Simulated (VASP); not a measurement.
Here is a VASP 6.6.1 calculation.

The input INCAR:

```
SYSTEM = Sr
PREC = Accurate
ENCUT = 520
EDIFF = 1E-8
ISMEAR = -1
SIGMA = 0.08
LREAL = .False.
LASPH = .True.
NELM = 100
ALGO = Normal
ISIF = 2
LWAVE = .False.
LCHARG = .False.
LEFG = .True.
NBANDS = 17
```

The input KPOINTS:

```
regular mesh
0
Gamma
  10 10 5
  0 0 0
```

POSCAR

```
Sr
1.0
    4.3531002229      0.0000000000      0.0000000000
   -2.1765501115      3.7698953782      0.0000000000
    0.0000000000      0.0000000000      7.0500000000
Sr
2
Direct
    0.3333333333      0.6666666667      0.2500000000
    0.6666666667      0.3333333333      0.7500000000
```

Potentials or basis: VASP PAW LDA potentials, release 64 (Sr_sv).

The run is started by

```sh
$ cat potpaw_LDA.64/Sr_sv/POTCAR > POTCAR
$ mpirun -np 1 vasp_std > vasp.out
```

Task: Estimate the band gap on the k mesh.

Result: Zero (band 10 reaches 1.36 eV, above the bottom of band 11 at 1.25 eV).

Task: Predict the pressure.

Result: -1.7 GPa.

Stress tensor (GPa, compression positive):
```
-1.78  0.00  0.00
 0.00 -1.78  0.00
 0.00  0.00 -1.58
```

Caveat: the cell differs from its parent crystal (equal xx and yy strain of +1 %); without QUAD_EFG the Cq values of the log hold for a quadrupole moment of 1 mb, not for the nuclei.
